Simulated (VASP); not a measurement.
# GeSb2O (P6/mmm) in VASP: single point with PBE

Aim: the single point of GeSb2O with PBE.

Everything below comes from runs of VASP 6.6.1. Logs are shortened: lines on timing, memory, paths and dates and some standing lists are left out, and cuts for length are marked.

## (1) The cell of the first run

It takes space group P6/mmm (No. 191, hexagonal). The conventional cell has a = 3.707 Å, b = 3.707 Å, c = 7.138 Å, α = 90.00°, β = 90.00°, γ = 120.00°. Within 2.5 Å of Ge (site symmetry 6/mmm) lie 2 Sb at 1.85 Å. Sb (site symmetry 6mm) has 1 O at 1.71 Å and 1 Ge at 1.85 Å within 2.3 Å. Within 2.3 Å of O (site symmetry 6/mmm) lie 2 Sb at 1.71 Å.

## (2) Single point, PBE

Contents of INCAR:

```
PREC = Accurate ; ENCUT = 520
EDIFF = 1E-6 ; ISMEAR = 0
SIGMA = 0.1 ; LREAL = F
LASPH = T ; NELM = 60
ALGO = Normal ; ISIF = 2
LWAVE = F ; LCHARG = T
GGA = PE ; LELF = T
LVHAR = T ; NBANDS = 23
```

Contents of KPOINTS:

```
regular mesh
0
Gamma
  6 6 4
```

Contents of POSCAR:

```
GeSb2O
1.0
    3.7069461400      0.0000000000      0.0000000000
   -1.8534730700      3.2103095300      0.0000000000
    0.0000000000      0.0000000000      7.1377298200
Ge Sb O
1 2 1
Direct
    0.0000000000      0.0000000000      0.5000000000
    0.0000000000      0.0000000000      0.7598101300
    0.0000000000      0.0000000000      0.2401898700
    0.0000000000      0.0000000000      0.0000000000
```

Potentials or basis: VASP PAW PBE potentials, release 64 (Ge_d, Sb, O).

The run is started by

```console
$ cat potpaw_PBE.64/Ge_d/POTCAR potpaw_PBE.64/Sb/POTCAR potpaw_PBE.64/O/POTCAR > POTCAR
$ mpirun -np 1 vasp_std > vasp.out
```

OUTCAR:

```text
PREC = Accurate
   ENCUT = 520
   EDIFF = 1E-6
   ISMEAR = 0
   LREAL = F
   LASPH = T
   NELM = 60
   ISIF = 2
   GGA = PE

 ion  position               nearest neighbor table
   1  0.000  0.000  0.500-   2 1.85   3 1.85
   2  0.000  0.000  0.760-   4 1.71   1 1.85   3 3.43   3 3.71
   3  0.000  0.000  0.240-   4 1.71   1 1.85   2 3.43   2 3.71
   4  0.000  0.000  0.000-   2 1.71   3 1.71

  LATTYP: Found a hexagonal cell.
 ALAT       =     3.7069461400
 C/A-ratio  =     1.9255013562

  Lattice vectors:

 A1 = (   3.7069461400,   0.0000000000,   0.0000000000)
 A2 = (  -1.8534730700,   3.2103095300,   0.0000000000)
 A3 = (   0.0000000000,   0.0000000000,   7.1377298200)

Analysis of symmetry for initial positions (statically):
=====================================================================
 Subroutine PRICEL returns:
 Original cell was already a primitive cell.

 Routine SETGRP: Setting up the symmetry group for a
 hexagonal supercell.

 Subroutine GETGRP returns: Found 24 space group operations
 (whereof 24 operations were pure point group operations)
 out of a pool of 24 trial point group operations.

The static configuration has the point symmetry D_6h.

Analysis of symmetry for dynamics (positions and initial velocities):
=====================================================================
 Subroutine PRICEL returns:
 Original cell was already a primitive cell.

 Routine SETGRP: Setting up the symmetry group for a
 hexagonal supercell.

 Subroutine GETGRP returns: Found 24 space group operations
 (whereof 24 operations were pure point group operations)
 out of a pool of 24 trial point group operations.

The dynamic configuration has the point symmetry D_6h.

 Subroutine INISYM returns: Found 24 space group operations
 (whereof 24 operations are pure point group operations),
 and found     1 'primitive' translations

----------------------------------------------------------------------------------------

                                     Primitive cell

  volume of cell :      84.9422

  direct lattice vectors                    reciprocal lattice vectors
     3.706946140  0.000000000  0.000000000     0.269763833  0.155748222  0.000000000
    -1.853473070  3.210309530  0.000000000     0.000000000  0.311496443  0.000000000
     0.000000000  0.000000000  7.137729820     0.000000000  0.000000000  0.140100568

  length of vectors
     3.706946140  3.706946142  7.137729820     0.311496443  0.311496443  0.140100568

  position of ions in fractional coordinates (direct lattice)
     0.000000000  0.000000000  0.500000000
     0.000000000  0.000000000  0.759810130
     0.000000000  0.000000000  0.240189870
     0.000000000  0.000000000  0.000000000

  ion indices of the primitive-cell ions
   primitive index   ion index
                 1           1
                 2           2
                 3           3
                 4           4

----------------------------------------------------------------------------------------

 KPOINTS: regular mesh

Automatic generation of k-mesh.
 Grid dimensions read from file:
 generate k-points for:    6    6    4

 Generating k-lattice:

  Cartesian coordinates                     Fractional coordinates (reciprocal lattice)
     0.044960639  0.025958037  0.000000000     0.166666667  0.000000000  0.000000000
     0.000000000  0.051916074  0.000000000     0.000000000  0.166666667  0.000000000
     0.000000000  0.000000000  0.035025142     0.000000000  0.000000000  0.250000000

  Length of vectors
     0.051916074  0.051916074  0.035025142

  Shift w.r.t. Gamma in fractional coordinates (k-lattice)
     0.000000000  0.000000000  0.000000000

 Subroutine IBZKPT returns following result:
 ===========================================

 Found     21 irreducible k-points:

 Following reciprocal coordinates:
            Coordinates               Weight
  0.000000  0.000000  0.000000      1.000000
  0.166667  0.000000  0.000000      6.000000
  0.333333  0.000000  0.000000      6.000000
  0.500000  0.000000  0.000000      3.000000
  0.166667  0.166667  0.000000      6.000000
  0.333333  0.166667  0.000000     12.000000
[... 13 lines left out ...]
  0.333333  0.166667  0.500000     12.000000
  0.333333  0.333333  0.500000      2.000000
   k-points           NKPTS =     21   k-points in BZ     NKDIM =     21   number of bands    NBANDS=     23
   number of dos      NEDOS =    301   number of ions     NIONS =      4
   total plane-waves  NPLWV =  42336
   dimension x,y,z NGX =    28 NGY =   28 NGZ =   54
   dimension x,y,z NGXF=    56 NGYF=   56 NGZF=  108
   ions per type =               1   2   1
   NGX,Y,Z   is equivalent  to a cutoff of  12.56, 12.56, 12.58 a.u.
   NGXF,Y,Z  is equivalent  to a cutoff of  25.11, 25.11, 25.15 a.u.
 SYSTEM =  unknown system
   PREC   = accura    normal or accurate (medium, high low for compatibility)
   ISTART =      0    job   : 0-new  1-cont  2-samecut
   ICHARG =      2    charge: 1-file 2-atom 10-const
   ISPIN  =      1    spin polarized calculation?
   LNONCOLLINEAR =      F non collinear calculations
   LSORBIT =      F    spin-orbit coupling
   LASPH  =      T    aspherical Exc in radial PAW
   ENCUT  =  520.0 eV  38.22 Ry    6.18 a.u.   6.89  6.89 13.27*2*pi/ulx,y,z
   NELM   =     60;   NELMIN=  2; NELMDL= -5     # of ELM steps
   EDIFF  = 0.1E-05   stopping-criterion for ELM
   LREAL  =      F    real-space projection
   EDIFFG = 0.1E-04   stopping-criterion for IOM
   NSW    =      0    number of steps for IOM
   IBRION =     -1    ionic relax: 0-MD 1-quasi-New 2-CG
   NFREE  =      0    steps in history (QN), initial steepest desc. (CG)
   ISIF   =      2    stress and relaxation
   ISYM   =      2    0-nonsym 1-usesym 2-fastsym
   POTIM  = 0.5000    time-step for ionic-motion
   TEBEG  =    0.0;   TEEND  =   0.0 temperature during run
   PSTRESS=    0.0 pullay stress
   NELECT =      30.0000    total number of electrons
   NUPDOWN=      -1.0000    fix difference up-down
   EMIN   =  10.00;   EMAX   =-10.00  energy-range for DOS
   EFERMI =   0.00;   METHOD = LEGACY
   ISMEAR =     0;   SIGMA  =   0.10  broadening in eV -4-tet -1-fermi 0-gaus
   EFERMI_NEDOS =   21; number of points for ismear=-14 and -15
   IALGO  =     38    algorithm
   IMIX   =      4    mixing-type and parameters
     AMIX     =   0.40;   BMIX     =  1.00
     AMIX_MAG =   1.60;   BMIX_MAG =  1.00
  volume/ion in A,a.u.               =      21.24       143.30
  Fermi-wavevector in a.u.,A,eV,Ry     =   1.157197  2.186786 18.219644  1.339106
  Thomas-Fermi vector in A             =   2.293811
   LORBIT       =      0    0 simple, 1 ext, 2 COOP (PROOUT), +10 PAW based schemes
   GGA     = PE    functional components
   LHFCALC =     F    Hartree Fock is set to
   AEXX    =    0.0000 exact exchange contribution
   IVDW    =     0    specifies the selected vdW correction
   LEPSILON=     F    determine dielectric tensor
   LRPA    =     F    only Hartree local field effects (RPA)
 non-spin polarized calculation
 Gauss-broadening in eV      SIGMA  =   0.10
  energy-cutoff  :      520.00
  volume of cell :       84.94
 maximum number of plane-waves:      2319
 NGX is ok and might be reduce to    28
   NGX = 13   NGY = 13   NGZ = 27

 number of electron      30.0000002 magnetization

 Free energy of the ion-electron system (eV)
  ---------------------------------------------------
  ext. energy  EPLUGINS =         0.00000000
  ---------------------------------------------------
  free energy    TOTEN  =        -2.14937201 eV

  energy without entropy =       -2.13931375  energy(sigma->0) =       -2.14434288

 E-fermi :   6.8763     XC(G=0):  -9.7772

 val. band max:        6.8085238462   @ k =   0.3333   0.1667   0.2500
 cond. band min:       6.9203051941   @ k =   0.3333   0.3333   0.2500
 fundamental gap:      0.1117813479
 Fermi energy:         6.8762948891

 k-point     1 :       0.0000    0.0000    0.0000
  band No.  band energies     occupation
      1     -19.9149      2.00000
      2     -19.4064      2.00000
      3     -19.4064      2.00000
      4     -18.7345      2.00000
      5     -18.7345      2.00000
      6     -15.1088      2.00000
[... 15 lines left out ...]
     22      14.2640      0.00000
     23      14.2640      0.00000

 k-point     2 :       0.1667    0.0000    0.0000
  band No.  band energies     occupation
      1     -19.9140      2.00000
      2     -19.4078      2.00000
      3     -19.4068      2.00000
      4     -18.7346      2.00000
      5     -18.7319      2.00000
      6     -15.0778      2.00000
[... 15 lines left out ...]
     22      13.9526      0.00000
     23      14.7262      0.00000

 k-point     3 :       0.3333    0.0000    0.0000
  band No.  band energies     occupation
      1     -19.9121      2.00000
      2     -19.4105      2.00000
      3     -19.4075      2.00000
      4     -18.7348      2.00000
      5     -18.7268      2.00000
      6     -15.0149      2.00000
[... 15 lines left out ...]
     22      14.0272      0.00000
     23      15.4329      0.00000

 k-point     4 :       0.5000    0.0000    0.0000
  band No.  band energies     occupation
      1     -19.9112      2.00000
      2     -19.4118      2.00000
      3     -19.4078      2.00000
      4     -18.7349      2.00000
      5     -18.7243      2.00000
      6     -14.9830      2.00000
[... 15 lines left out ...]
     22      14.4552      0.00000
     23      14.7762      0.00000

 k-point     5 :       0.1667    0.1667    0.0000
  band No.  band energies     occupation
      1     -19.9126      2.00000
      2     -19.4096      2.00000
      3     -19.4075      2.00000
      4     -18.7341      2.00000
      5     -18.7288      2.00000
      6     -15.0307      2.00000
[... 356 lines left out ...]
 k-point    19 :       0.1667    0.1667    0.5000
  band No.  band energies     occupation
      1     -19.9081      2.00000
      2     -19.4098      2.00000
      3     -19.4077      2.00000
      4     -18.7341      2.00000
      5     -18.7288      2.00000
      6     -15.0352      2.00000
[... 15 lines left out ...]
     22      14.0413      0.00000
     23      14.0467      0.00000

 k-point    20 :       0.3333    0.1667    0.5000
  band No.  band energies     occupation
      1     -19.9066      2.00000
      2     -19.4114      2.00000
      3     -19.4087      2.00000
      4     -18.7331      2.00000
      5     -18.7261      2.00000
      6     -14.9882      2.00000
[... 15 lines left out ...]
     22      13.7831      0.00000
     23      16.2316      0.00000

 k-point    21 :       0.3333    0.3333    0.5000
  band No.  band energies     occupation
      1     -19.9061      2.00000
      2     -19.4104      2.00000
      3     -19.4104      2.00000
      4     -18.7290      2.00000
      5     -18.7290      2.00000
      6     -14.9726      2.00000
[... 15 lines left out ...]
     22      15.5282      0.00000
     23      15.5282      0.00000

------------------------ aborting loop because EDIFF is reached ----------------------------------------

  FORCE on cell =-STRESS in cart. coord.  units (eV):
  Direction    XX          YY          ZZ          XY          YZ          ZX
  --------------------------------------------------------------------------------------
  -------------------------------------------------------------------------------------
  Total        0.6024485      0.6024485    132.0301495      0.0000000      0.0000000      0.0000000
  in kB       11.3633710     11.3633711   2490.3501162      0.0000000      0.0000000      0.0000000
  external PRESSURE =     837.6922861 kB  Pullay stress =       0.0000000 kB

 VOLUME and BASIS-vectors are now :
 -----------------------------------------------------------------------------
  energy-cutoff  :      520.00
  volume of cell :       84.94
      direct lattice vectors                 reciprocal lattice vectors
     3.706946140  0.000000000  0.000000000     0.269763833  0.155748222  0.000000000
    -1.853473070  3.210309530  0.000000000     0.000000000  0.311496443  0.000000000
     0.000000000  0.000000000  7.137729820     0.000000000  0.000000000  0.140100568

 POSITION                                       TOTAL-FORCE (eV/Angst)
 -----------------------------------------------------------------------------------
      0.00000      0.00000      3.56886         0.000000     -0.000000      0.000000
      0.00000      0.00000      5.42332        -0.000000      0.000000     12.786351
      0.00000      0.00000      1.71441        -0.000000     -0.000000    -12.786351
      0.00000      0.00000      0.00000         0.000000     -0.000000      0.000000
 -----------------------------------------------------------------------------------
    total drift:                               -0.000000     -0.000000      0.000000

  FREE ENERGIE OF THE ION-ELECTRON SYSTEM (eV)
  ---------------------------------------------------
  free  energy   TOTEN  =        -2.1493720074 eV

  energy  without entropy=       -2.1393137509  energy(sigma->0) =       -2.14434288
```

Wall time 45 s (1 thread of Intel Xeon Platinum 8259CL at 2.50GHz (Skylake/Cascade Lake), shared host); peak memory 0.21 GiB.

What came out:

| Item | Value |
| --- | --- |
| Free energy | -2.1494 eV |
| Pressure | 83.8 GPa |
| Largest force | 12.786 eV/Å |
| Band gap on the k mesh | zero (band 15 reaches 8.94 eV, above the bottom of band 16 at 5.87 eV) |

Forces on the atoms (eV/Å):
```
Ge    0.000   0.000   0.000
Sb    0.000   0.000  12.786
Sb    0.000   0.000 -12.786
O     0.000   0.000   0.000
```

Levels at points of the mesh, in eV from the Fermi level:
| k point | band 12 | band 13 | band 14 | band 15 | band 16 | band 17 | band 18 | band 19 |
| --- | --- | --- | --- | --- | --- | --- | --- | --- |
| (0.00, 0.00, 0.00) | -3.79 | -0.21 | -0.21 | 2.06 | 2.06 | 2.44 | 4.17 | 5.30 |
| (0.50, 0.00, 0.00) | -4.36 | -3.47 | -1.52 | -1.34 | 0.59 | 1.58 | 3.65 | 4.28 |
| (0.00, 0.00, 0.50) | -0.82 | -0.80 | -0.80 | -0.46 | 3.24 | 3.24 | 4.74 | 6.33 |
| (0.50, 0.00, 0.50) | -5.62 | -2.02 | -1.91 | 0.94 | 1.30 | 1.75 | 1.82 | 3.98 |

Caveat: spin-orbit coupling is left out, which moves the levels of the heavy elements; forces of over 1 eV/Å act on the atoms, so gaps and moduli don't describe the material at rest.
